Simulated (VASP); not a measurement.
Write the native input for VASP 6.6.1 that does the following.

```yaml
Task: single point
Functional: PBEsol
Potentials_or_basis: VASP PAW PBE potentials, release 64 (Zn, Au)
Cutoff: 520 eV
k_mesh: 10 × 10 × 10
Occupations: gaussian, width 0.05 eV
Spin: no spin polarisation
Dipole_correction: no
Further_INCAR_settings: ALGO = Normal; EDIFF = 1e-07; NBANDS = 18
```

The structure of ZnAu lies in POSCAR:

```
ZnAu
1.0
    3.1716458365      0.0000000000      0.0000000000
    0.0000000000      3.1716458365      0.0000000000
    0.0000000000      0.0000000000      3.1716458365
Zn Au
1 1
Direct
    0.5000000000      0.5000000000      0.5000000000
    0.0000000000      0.0000000000      0.0000000000
```

One way to write it, as run:

INCAR

```
  ALGO = Normal
  EDIFF = 1E-7
  ENCUT = 520
  GGA = PS
  ISIF = 2
  ISMEAR = 0
  LASPH = True
  LCHARG = False
  LREAL = False
  LWAVE = False
  NBANDS = 18
  NELM = 100
  PREC = Accurate
  SIGMA = 0.05
```

KPOINTS

```
k-points
0
Gamma
  10 10 10
```

Potentials or basis: VASP PAW PBE potentials, release 64 (Zn, Au).

Command:

```bash
$ cat potpaw_PBE.64/Zn/POTCAR potpaw_PBE.64/Au/POTCAR > POTCAR
$ mpirun -np 1 vasp_std > vasp.out
```

Results of the run:

- Pressure: -5.3 GPa

Caveat: the PAW data sets were made with another functional, which shifts forces and pressure a little.

It took 14 s on 1 thread of Intel(R) Xeon(R) Platinum 8375C CPU @ 2.90GHz (Ice Lake) (shared host), peak memory 0.16 GiB.
